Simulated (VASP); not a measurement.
A run of VASP 6.6.1:

Contents of INCAR:

```
PREC = Accurate
ENCUT = 520
EDIFF = 1E-7
ISMEAR = 0
SIGMA = 0.1
LREAL = F
LASPH = T
NELM = 60
ALGO = Normal
ISIF = 2
LWAVE = F
LCHARG = F
GGA = CA
NBANDS = 14
```

The input KPOINTS:

```
Automatic mesh
0
Gamma
  16 16 16
```

File POSCAR:

```
HfN
1.0
    0.0000000000      2.2340263145      2.2340263145
    2.2340263145      0.0000000000      2.2340263145
    2.2340263145      2.2340263145      0.0000000000
Hf N
1 1
Direct
    0.0000000000      0.0000000000      0.0000000000
    0.5000000000      0.5000000000      0.5000000000
```

Potentials or basis: VASP PAW LDA potentials, release 64 (Hf_pv, N).

Launch:

```console
$ cat potpaw_LDA.64/Hf_pv/POTCAR potpaw_LDA.64/N/POTCAR > POTCAR
$ mpirun -np 1 vasp_std > vasp.out
```

Hardware: 1 thread of Intel Xeon 8259CL (shared host).

Estimate the wall time of this run.

Wall time 33 s on 1 thread of Intel Xeon 8259CL, on a shared host, peak memory 0.17 GiB. Counts: scf iterations 13, k points 145.
